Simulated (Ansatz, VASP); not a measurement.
One calculation of SnO, two programs

```
CELL_PARAMETERS angstrom
4.09558 0.00000 0.00000
0.00000 4.09558 0.00000
0.00000 0.00000 4.16754
ATOMIC_POSITIONS crystal
Sn 0.00000 0.50000 0.23850
Sn 0.50000 0.00000 0.76150
O 0.00000 0.00000 0.00000
O 0.50000 0.50000 0.00000
```

Alike in both runs: task single point; functional r2SCAN; k mesh 10 × 10 × 8; occupations gaussian, width 0.03 eV; no spin polarisation.

```csv
,VASP,Ansatz
version,VASP 6.6.1,Ansatz 0.2.0
potentials or method,"VASP PAW PBE potentials, release 64 (Sn_d, O), cutoff 520 eV","scalar-relativistic, plane waves, PAW"
valence electrons in the cell,40,40
```

Ansatz gave:

```
gap on the k mesh at the Fermi level (eV)                     : 1.14
least direct gap on the mesh (eV)                             : 1.75
pressure (GPa)                                                : -3.7
traceless stress, the component that is largest in VASP (GPa) : 8.61
rms of the force components (eV/Å)                            : 0.103
```

Q: Which values does VASP return?

A: gap on the k mesh at the Fermi level (eV): 1.13; least direct gap on the mesh (eV): 1.70; pressure (GPa): -3.2; traceless stress, the component that is largest in VASP (GPa): 8.38; rms of the force components (eV/Å): 0.147.

VASP's potentials were made for PBE, not for r2SCAN. Atom by atom the forces differ by 0.043 eV/Å (rms over components).
